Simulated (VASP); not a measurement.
## Li3Dy: single point with PBE

Li3Dy:

```
CELL_PARAMETERS angstrom
3.61242 0.00000 0.00000
0.00000 3.61242 0.00000
0.00000 0.00000 4.92580
ATOMIC_POSITIONS crystal
Li 0.00000 0.00000 0.00000
Li 0.50000 0.50000 0.00000
Li 0.00000 0.00000 0.50000
Dy 0.50000 0.50000 0.50000
```

The cell was generated, and may not be a known phase.

```json
{
  "Program": "VASP 6.6.1",
  "Task": "single point",
  "Functional": "PBE",
  "Potentials or basis": "VASP PAW PBE potentials, release 64 (Li_sv, Dy_3), 4f in core",
  "Cutoff": "750 eV",
  "k mesh": "6 × 6 × 4",
  "Occupations": "gaussian, width 0.1 eV",
  "Spin": "no spin polarisation",
  "Dipole correction": "no",
  "Further INCAR settings": "ALGO = Normal; EDIFF = 1e-06; NBANDS = 17"
}
```

The pressure is 14.6 GPa and the band gap on the k mesh is zero (bands 9 and 10 overlap by 0.29 eV).

Stress tensor (GPa, compression positive):
```
11.88  0.00  0.00
 0.00 11.88  0.00
 0.00  0.00 20.11
```

Levels at points of the mesh, in eV from the Fermi level:
```
           k point  band 6  band 7  band 8  band 9  band 10  band 11  band 12  band 13
(0.00, 0.00, 0.00)  -23.19   -4.49   -0.34   -0.23    -0.13     3.05     3.05     3.93
(0.50, 0.00, 0.00)  -23.15   -2.91   -1.26   -1.00     0.06     0.86     3.51     3.69
(0.50, 0.50, 0.00)  -23.48   -0.82   -0.44   -0.44     0.69     0.69     0.93     2.92
(0.00, 0.00, 0.50)  -23.19   -3.62   -2.41   -0.22     0.40     1.81     1.81     4.08
(0.50, 0.00, 0.50)  -23.15   -2.46   -2.17   -0.12     0.50     0.61     0.99     2.71
(0.50, 0.50, 0.50)  -23.48   -1.48   -1.48   -0.75     0.88     2.10     2.10     2.51
```

Run time: 38 s on 1 thread of Intel(R) Xeon(R) Platinum 8375C CPU @ 2.90GHz (Ice Lake), with other jobs on the host, peak memory 0.24 GiB.

Caveat: the stress differs along the axes, from 12 to 20 GPa; spin-orbit coupling is left out, which moves the levels of the heavy elements; the 4f electrons are frozen in the core, so they carry no moment and show no levels. Spin polarisation is off, so any magnetic state and its effect on volume and gap are missing.
